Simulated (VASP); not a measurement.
Input of a VASP 6.6.1 run:

File INCAR:

```
SYSTEM = W
PREC = Accurate
ENCUT = 600
EDIFF = 1E-6
ISMEAR = -1
SIGMA = 0.05
LREAL = .FALSE.
LASPH = .TRUE.
NELM = 60
ALGO = Normal
ISIF = 3
LWAVE = .FALSE.
LCHARG = .FALSE.
GGA = RE
IVDW = 12
IBRION = 2
NSW = 60
EDIFFG = -0.01
```

The input KPOINTS:

```
Automatic mesh
0
G
  11 11 11
  0 0 0
```

The input POSCAR:

```
W
1.0
    0.0000000000      2.0300000000      2.0300000000
    2.0300000000      0.0000000000      2.0300000000
    2.0300000000      2.0300000000      0.0000000000
W
1
Direct
    0.0000000000      0.0000000000      0.0000000000
```

Potentials or basis: VASP PAW PBE potentials, release 64 (W_sv).

Launch:

```bash
$ cat potpaw_PBE.64/W_sv/POTCAR > POTCAR
$ mpirun -np 1 vasp_std > vasp.out
```

(1) Predict the band gap on the k mesh.

(2) What does it give for the relaxed cell?

## Answers

(1) zero (band 7 reaches 13.74 eV, above the bottom of band 8 at 10.35 eV).

(2) a = 2.826 Å, b = 2.826 Å, c = 2.826 Å, α = 60.00°, β = 60.00°, γ = 60.00°.

Caveat: spin-orbit coupling is left out, which moves the levels of the heavy elements.
